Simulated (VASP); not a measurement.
Set up this calculation in VASP 6.6.1, as the native input.

```
Task                   : single point
Functional             : LDA
Potentials or basis    : VASP PAW LDA potentials, release 64 (Mg, Zr_sv)
Cutoff                 : 520 eV
k mesh                 : 5 × 5 × 5
Occupations            : gaussian, width 0.1 eV
Spin                   : no spin polarisation
Dipole correction      : no
Further INCAR settings : ALGO = Normal; EDIFF = 1e-07; NBANDS = 17
```

The structure of Mg3Zr lies in POSCAR:

```
Mg3Zr
1.0
    4.5855998903      0.0000000000      0.0000000000
    0.0000000000      4.5855998903      0.0000000000
    0.0000000000      0.0000000000      4.5855998903
Mg Zr
3 1
Direct
    0.5000000000      0.5000000000      0.0000000000
    0.5000000000      0.0000000000      0.5000000000
    0.0000000000      0.5000000000      0.5000000000
    0.0000000000      0.0000000000      0.0000000000
```

One way to write it, as run:

INCAR

```
PREC = Accurate
ENCUT = 520
EDIFF = 1E-7
ISMEAR = 0
SIGMA = 0.1
LREAL = F
LASPH = T
NELM = 60
ALGO = Normal
ISIF = 2
LWAVE = F
LCHARG = F
GGA = CA
NBANDS = 17
```

KPOINTS

```
regular mesh
0
Gamma
  5 5 5
```

Potentials or basis: VASP PAW LDA potentials, release 64 (Mg, Zr_sv).

Command:

```console
$ cat potpaw_LDA.64/Mg/POTCAR potpaw_LDA.64/Zr_sv/POTCAR > POTCAR
$ mpirun -np 1 vasp_std > vasp.out
```

Results of the run:

The pressure is -7.0 GPa. The band gap on the k mesh is zero (bands 9 and 10 overlap by 1.19 eV).

Caveat: the cell stands under tension.

Wall time 29 s on 1 thread of Intel Xeon 8259CL, with other jobs on the host, peak memory 0.18 GiB.
